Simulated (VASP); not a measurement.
# Hf2S (P-3m1) in VASP: notebook

Runs on Hf2S. Level: PBEsol. Tasks: single point.

All numbers are computed with VASP 6.6.1; they aren't measurements. Logs are shortened: lines on timing, memory, paths and dates and some standing lists are left out, and cuts for length are marked.

## 1. The cell of the first run

It takes space group P-3m1 (No. 164, trigonal). Conventional cell: a = 3.347 Å, b = 3.347 Å, c = 11.364 Å, α = 90.00°, β = 90.00°, γ = 120.00°. Hf (site symmetry 3m) has 3 S at 2.60 Å and 9 Hf at 3.05 to 3.35 Å within 3.4 Å. Hf (site symmetry 3m) has 3 S at 2.60 Å and 9 Hf at 2.83 to 3.35 Å within 3.4 Å. S (site symmetry 3m) has 6 Hf at 2.60 Å and 6 S at 3.35 Å within 3.4 Å.

## 2. Single point, PBEsol

The input, INCAR:

```
PREC = Accurate
ENCUT = 520
EDIFF = 1E-7
ISMEAR = 0
SIGMA = 0.15
LREAL = F
LASPH = T
NELM = 100
ALGO = Normal
ISIF = 2
LWAVE = F
LCHARG = T
GGA = PS
LELF = T
LVHAR = T
NBANDS = 35
```

The input, KPOINTS:

```
Automatic mesh
0
Gamma
  16 16 4
```

The input, POSCAR:

```
Hf2S
1.0
   -3.3465310252      0.0000000000      0.0000000000
   -1.6732655126     -2.8981808824      0.0000000000
    0.0000000000      0.0000000000     11.3642358425
Hf S
4 2
Direct
    0.6666666667      0.6666666667      0.4091405847
    0.3333333333      0.3333333333      0.9223398884
    0.6666666667      0.6666666667      0.1040587190
    0.3333333333      0.3333333333      0.6172580226
    0.0000000000      1.0000000000      0.2565996518
    0.0000000000      0.0000000000      0.7697989555
```

Potentials or basis: VASP PAW PBE potentials, release 64 (Hf_pv, S).

On the command line:

```
$ cat potpaw_PBE.64/Hf_pv/POTCAR potpaw_PBE.64/S/POTCAR > POTCAR
$ mpirun -np 1 vasp_std > vasp.out
```

OUTCAR:

```text
PREC = Accurate
   ENCUT = 520
   EDIFF = 1E-7
   ISMEAR = 0
   LREAL = F
   LASPH = T
   NELM = 100
   ISIF = 2
   GGA = PS

 ion  position               nearest neighbor table
   1  0.667  0.667  0.409-   5 2.60   5 2.60   5 2.60   4 3.05   4 3.05   4 3.05   3 3.47
   2  0.333  0.333  0.922-   6 2.60   6 2.60   6 2.60   3 2.83   3 2.83   3 2.83   4 3.47
   3  0.667  0.667  0.104-   5 2.60   5 2.60   5 2.60   2 2.83   2 2.83   2 2.83   1 3.47
   4  0.333  0.333  0.617-   6 2.60   6 2.60   6 2.60   1 3.05   1 3.05   1 3.05   2 3.47
   5  0.000  0.000  0.257-   3 2.60   3 2.60   3 2.60   1 2.60   1 2.60   1 2.60
   6  0.000  0.000  0.770-   2 2.60   4 2.60   2 2.60   4 2.60   2 2.60   4 2.60

  LATTYP: Found a hexagonal cell.
 ALAT       =     3.3465310252
 C/A-ratio  =     3.3958256346

  Lattice vectors:

 A1 = (   1.6732655126,   2.8981808824,   0.0000000000)
 A2 = (  -3.3465310252,   0.0000000000,   0.0000000000)
 A3 = (   0.0000000000,   0.0000000000,  11.3642358425)

Analysis of symmetry for initial positions (statically):
=====================================================================
 Subroutine PRICEL returns:
 Original cell was already a primitive cell.

 Routine SETGRP: Setting up the symmetry group for a
 hexagonal supercell.

 Subroutine GETGRP returns: Found 12 space group operations
 (whereof  6 operations were pure point group operations)
 out of a pool of 24 trial point group operations.

The static configuration has the point symmetry C_3v.
 The point group associated with its full space group is D_3d.

Analysis of symmetry for dynamics (positions and initial velocities):
=====================================================================
 Subroutine PRICEL returns:
 Original cell was already a primitive cell.

 Routine SETGRP: Setting up the symmetry group for a
 hexagonal supercell.

 Subroutine GETGRP returns: Found 12 space group operations
 (whereof  6 operations were pure point group operations)
 out of a pool of 24 trial point group operations.

The dynamic configuration has the point symmetry C_3v.
 The point group associated with its full space group is D_3d.

 Subroutine INISYM returns: Found 12 space group operations
 (whereof  6 operations are pure point group operations),
 and found     1 'primitive' translations

----------------------------------------------------------------------------------------

                                     Primitive cell

  volume of cell :     110.2200

  direct lattice vectors                    reciprocal lattice vectors
    -3.346531025  0.000000000  0.000000000    -0.298816892  0.172522013  0.000000000
    -1.673265513 -2.898180882  0.000000000     0.000000000 -0.345044026  0.000000000
     0.000000000  0.000000000 11.364235842     0.000000000  0.000000000  0.087995358

  length of vectors
     3.346531025  3.346531025 11.364235842     0.345044026  0.345044026  0.087995358

  position of ions in fractional coordinates (direct lattice)
     0.666666667  0.666666667  0.409140585
     0.333333333  0.333333333  0.922339888
     0.666666667  0.666666667  0.104058719
     0.333333333  0.333333333  0.617258023
     0.000000000  0.000000000  0.256599652
     0.000000000  0.000000000  0.769798956

  ion indices of the primitive-cell ions
   primitive index   ion index
                 1           1
                 2           2
                 3           3
                 4           4
                 5           5
                 6           6

----------------------------------------------------------------------------------------

 KPOINTS: Automatic mesh

Automatic generation of k-mesh.
 Grid dimensions read from file:
 generate k-points for:   16   16    4

 Generating k-lattice:

  Cartesian coordinates                     Fractional coordinates (reciprocal lattice)
    -0.018676056  0.010782626  0.000000000     0.062500000  0.000000000  0.000000000
     0.000000000 -0.021565252  0.000000000     0.000000000  0.062500000  0.000000000
     0.000000000  0.000000000  0.021998839     0.000000000  0.000000000  0.250000000

  Length of vectors
     0.021565252  0.021565252  0.021998839

  Shift w.r.t. Gamma in fractional coordinates (k-lattice)
     0.000000000  0.000000000  0.000000000

 Subroutine IBZKPT returns following result:
 ===========================================

 Found    111 irreducible k-points:

 Following reciprocal coordinates:
            Coordinates               Weight
  0.000000  0.000000  0.000000      1.000000
  0.062500  0.000000  0.000000      6.000000
  0.125000  0.000000  0.000000      6.000000
  0.187500  0.000000  0.000000      6.000000
  0.250000  0.000000  0.000000      6.000000
  0.312500  0.000000  0.000000      6.000000
[... 16 lines left out ...]
  0.375000  0.187500  0.000000      6.000000
  0.437500  0.187500  0.000000     12.000000
 [... further k-points ...]
   k-points           NKPTS =    111   k-points in BZ     NKDIM =    111   number of bands    NBANDS=     35
   number of dos      NEDOS =    301   number of ions     NIONS =      6
   total plane-waves  NPLWV =  70560
   dimension x,y,z NGX =    28 NGY =   28 NGZ =   90
   dimension x,y,z NGXF=    56 NGYF=   56 NGZF=  180
   ions per type =               4   2
   NGX,Y,Z   is equivalent  to a cutoff of  13.91, 13.91, 13.17 a.u.
   NGXF,Y,Z  is equivalent  to a cutoff of  27.82, 27.82, 26.33 a.u.
 SYSTEM =  unknown system
   PREC   = accura    normal or accurate (medium, high low for compatibility)
   ISTART =      0    job   : 0-new  1-cont  2-samecut
   ICHARG =      2    charge: 1-file 2-atom 10-const
   ISPIN  =      1    spin polarized calculation?
   LNONCOLLINEAR =      F non collinear calculations
   LSORBIT =      F    spin-orbit coupling
   LASPH  =      T    aspherical Exc in radial PAW
   ENCUT  =  520.0 eV  38.22 Ry    6.18 a.u.   6.22  6.22 21.13*2*pi/ulx,y,z
   NELM   =    100;   NELMIN=  2; NELMDL= -5     # of ELM steps
   EDIFF  = 0.1E-06   stopping-criterion for ELM
   LREAL  =      F    real-space projection
   EDIFFG = 0.1E-05   stopping-criterion for IOM
   NSW    =      0    number of steps for IOM
   IBRION =     -1    ionic relax: 0-MD 1-quasi-New 2-CG
   NFREE  =      0    steps in history (QN), initial steepest desc. (CG)
   ISIF   =      2    stress and relaxation
   ISYM   =      2    0-nonsym 1-usesym 2-fastsym
   POTIM  = 0.5000    time-step for ionic-motion
   TEBEG  =    0.0;   TEEND  =   0.0 temperature during run
   PSTRESS=    0.0 pullay stress
   NELECT =      52.0000    total number of electrons
   NUPDOWN=      -1.0000    fix difference up-down
   EMIN   =  10.00;   EMAX   =-10.00  energy-range for DOS
   EFERMI =   0.00;   METHOD = LEGACY
   ISMEAR =     0;   SIGMA  =   0.15  broadening in eV -4-tet -1-fermi 0-gaus
   EFERMI_NEDOS =   21; number of points for ismear=-14 and -15
   IALGO  =     38    algorithm
   IMIX   =      4    mixing-type and parameters
     AMIX     =   0.40;   BMIX     =  1.00
     AMIX_MAG =   1.60;   BMIX_MAG =  1.00
  volume/ion in A,a.u.               =      18.37       123.97
  Fermi-wavevector in a.u.,A,eV,Ry     =   1.274449  2.408359 22.098854  1.624220
  Thomas-Fermi vector in A             =   2.407216
   LORBIT       =      0    0 simple, 1 ext, 2 COOP (PROOUT), +10 PAW based schemes
   GGA     = PS    functional components
   LHFCALC =     F    Hartree Fock is set to
   AEXX    =    0.0000 exact exchange contribution
   IVDW    =     0    specifies the selected vdW correction
   LEPSILON=     F    determine dielectric tensor
   LRPA    =     F    only Hartree local field effects (RPA)
 non-spin polarized calculation
 Gauss-broadening in eV      SIGMA  =   0.15
  energy-cutoff  :      520.00
  volume of cell :      110.22
 maximum number of plane-waves:      2984
 NGX is ok and might be reduce to    28
   NGX = 13   NGY = 13   NGZ = 43

 number of electron      52.0000004 magnetization

 Free energy of the ion-electron system (eV)
  ---------------------------------------------------
  ext. energy  EPLUGINS =         0.00000000
  ---------------------------------------------------
  free energy    TOTEN  =       -57.10238288 eV

  energy without entropy =      -57.07679254  energy(sigma->0) =      -57.08958771

 E-fermi :   6.6645     XC(G=0): -11.7256

 val. band max:        6.6635064842   @ k =  -0.3750   0.3125   0.0000
 cond. band min:       6.6786035716   @ k =   0.3750   0.3750   0.2500
 fundamental gap:      0.0150970874
 Fermi energy:         6.6645311008

 k-point     1 :       0.0000    0.0000    0.0000
  band No.  band energies     occupation
      1     -24.5425      2.00000
      2     -24.4080      2.00000
      3     -24.0275      2.00000
      4     -23.9588      2.00000
      5     -23.9588      2.00000
      6     -23.8604      2.00000
[... 27 lines left out ...]
     34       9.4158      0.00000
     35       9.4165      0.00000

 k-point     2 :       0.0625    0.0000    0.0000
  band No.  band energies     occupation
      1     -24.5363      2.00000
      2     -24.4035      2.00000
      3     -24.0481      2.00000
      4     -23.9637      2.00000
      5     -23.9554      2.00000
      6     -23.8750      2.00000
[... 27 lines left out ...]
     34       9.2154      0.00000
     35       9.4537      0.00000

 k-point     3 :       0.1250    0.0000    0.0000
  band No.  band energies     occupation
      1     -24.5187      2.00000
      2     -24.3913      2.00000
      3     -24.0980      2.00000
      4     -23.9773      2.00000
      5     -23.9684      2.00000
      6     -23.9346      2.00000
[... 27 lines left out ...]
     34       9.1622      0.00000
     35       9.6037      0.00000
[... 723 lines left out ...]
 k-point    23 :       0.3750    0.1875    0.0000
  band No.  band energies     occupation
      1     -24.4361      2.00000
      2     -24.3479      2.00000
      3     -24.2895      2.00000
      4     -24.2090      2.00000
      5     -24.1565      2.00000
      6     -24.0356      2.00000
[... 27 lines left out ...]
     34      10.1079      0.00000
     35      10.2132      0.00000

 k-point    24 :       0.4375    0.1875    0.0000
  band No.  band energies     occupation
      1     -24.4219      2.00000
      2     -24.3468      2.00000
      3     -24.3271      2.00000
      4     -24.2563      2.00000
      5     -24.1885      2.00000
      6     -24.0797      2.00000
[... 27 lines left out ...]
     34      10.3692      0.00000
     35      10.8588      0.00000

 [... further k-points ...]
[... 5 lines left out ...]
  --------------------------------------------------------------------------------------
  -------------------------------------------------------------------------------------
  Total        1.4740027      1.4740027      6.8577656      0.0000000      0.0000000      0.0000000
  in kB       21.4263540     21.4263540     99.6856482      0.0000000      0.0000000      0.0000000
  external PRESSURE =      47.5127854 kB  Pullay stress =       0.0000000 kB

 VOLUME and BASIS-vectors are now :
 -----------------------------------------------------------------------------
  energy-cutoff  :      520.00
  volume of cell :      110.22
      direct lattice vectors                 reciprocal lattice vectors
    -3.346531025  0.000000000  0.000000000    -0.298816892  0.172522013  0.000000000
    -1.673265513 -2.898180882  0.000000000     0.000000000 -0.345044026  0.000000000
     0.000000000  0.000000000 11.364235842     0.000000000  0.000000000  0.087995358

 POSITION                                       TOTAL-FORCE (eV/Angst)
 -----------------------------------------------------------------------------------
     -3.34653     -1.93212      4.64957        -0.000000     -0.000000      0.206915
     -1.67327     -0.96606     10.48169         0.000000     -0.000000     -2.522784
     -3.34653     -1.93212      1.18255        -0.000000      0.000000      2.522784
     -1.67327     -0.96606      7.01467         0.000000      0.000000     -0.206915
      0.00000      0.00000      2.91606        -0.000000     -0.000000      0.171965
      0.00000      0.00000      8.74818        -0.000000      0.000000     -0.171965
 -----------------------------------------------------------------------------------
    total drift:                                0.000000      0.000000      0.000010

  FREE ENERGIE OF THE ION-ELECTRON SYSTEM (eV)
  ---------------------------------------------------
  free  energy   TOTEN  =       -57.1023828810 eV

  energy  without entropy=      -57.0767925392  energy(sigma->0) =      -57.08958771
```

Run time: 14 min. Hardware: 1 thread of AMD EPYC 7R43 (Zen 3), shared host; peak memory 0.44 GiB.

Results:

- Free energy: -57.1024 eV
- Pressure: 4.8 GPa
- Largest force: 2.523 eV/Å
- Band gap on the k mesh: zero (band 26 reaches 6.93 eV, above the bottom of band 27 at 6.28 eV)

Forces in eV/Å, atoms in the order of the input:
```
Hf   0.000  0.000  0.207
Hf   0.000  0.000 -2.523
Hf   0.000  0.000  2.523
Hf   0.000  0.000 -0.207
S    0.000  0.000  0.172
S    0.000  0.000 -0.172
```

Caveat: the PAW data sets were made with another functional, which shifts forces and pressure a little; spin-orbit coupling is left out, which moves the levels of the heavy elements.

## 3. Single point, PBEsol

This run uses another cell than the first one, of 19.26 Å³/atom, 1.048 times its volume.

The input, INCAR:

```
ALGO = Normal ; EDIFF = 1E-7
ENCUT = 520 ; GGA = PS
ISIF = 2 ; ISMEAR = 0
LASPH = True ; LCHARG = True
LELF = True ; LREAL = False
LVHAR = True ; LWAVE = False
NBANDS = 35 ; NELM = 80
PREC = Accurate ; SIGMA = 0.15
```

The input, KPOINTS:

```
k-points
0
Gamma
  16 16 4
```

The input, POSCAR:

```
Hf2S
1.0
   -3.3465310252      0.0000000000      0.0000000000
   -1.6732655126     -2.8981808824      0.0000000000
    0.0000000000      0.0000000000     11.9142358425
Hf S
4 2
Direct
    0.6666666667      0.6666666667      0.3902533204
    0.3333333333      0.3333333333      0.8797616698
    0.6666666667      0.6666666667      0.0992550290
    0.3333333333      0.3333333333      0.5887633783
    0.0000000000      1.0000000000      0.2447541747
    0.0000000000      0.0000000000      0.7342625241
```

Potentials or basis: VASP PAW PBE potentials, release 64 (Hf_pv, S).

On the command line:

```
$ cat potpaw_PBE.64/Hf_pv/POTCAR potpaw_PBE.64/S/POTCAR > POTCAR
$ mpirun -np 1 vasp_std > vasp.out
```

Wall time 13 min (1 thread of AMD EPYC 7R43 (Zen 3), shared host); peak memory 0.45 GiB.

It converged, with:

```yaml
Free_energy: -57.3095 eV
Pressure: -3.2 GPa
Largest_force: 0.901 eV/Å
Band_gap_on_the_k_mesh: zero (band 26 reaches 6.82 eV, above the bottom of band 27 at 5.63 eV)
```

Forces on the atoms (eV/Å):
```
Hf   0.000  0.000 -0.108
Hf   0.000  0.000  0.901
Hf   0.000  0.000 -0.901
Hf   0.000  0.000  0.108
S    0.000  0.000 -0.128
S    0.000  0.000  0.128
```

Stress tensor (GPa, compression positive):
```
-2.05  0.00  0.00
 0.00 -2.05  0.00
 0.00  0.00 -5.47
```

Levels at points of the mesh, in eV from the Fermi level:
| k point | band 23 | band 24 | band 25 | band 26 | band 27 | band 28 | band 29 | band 30 |
| --- | --- | --- | --- | --- | --- | --- | --- | --- |
| (0.00, 0.00, 0.00) | -1.66 | -0.33 | 0.11 | 0.60 | 0.60 | 0.63 | 0.63 | 1.01 |
| (0.50, 0.00, 0.00) | -1.68 | -1.31 | -1.10 | -0.60 | -0.59 | 0.82 | 1.08 | 2.88 |
| (0.00, 0.00, 0.50) | -1.36 | -1.03 | 0.51 | 0.51 | 0.55 | 0.55 | 1.14 | 1.48 |
| (0.50, 0.00, 0.50) | -1.73 | -1.66 | -0.91 | -0.85 | 0.07 | 0.33 | 1.47 | 1.81 |

Caveat: the PAW data sets were made with another functional, which shifts forces and pressure a little; spin-orbit coupling is left out, which moves the levels of the heavy elements.
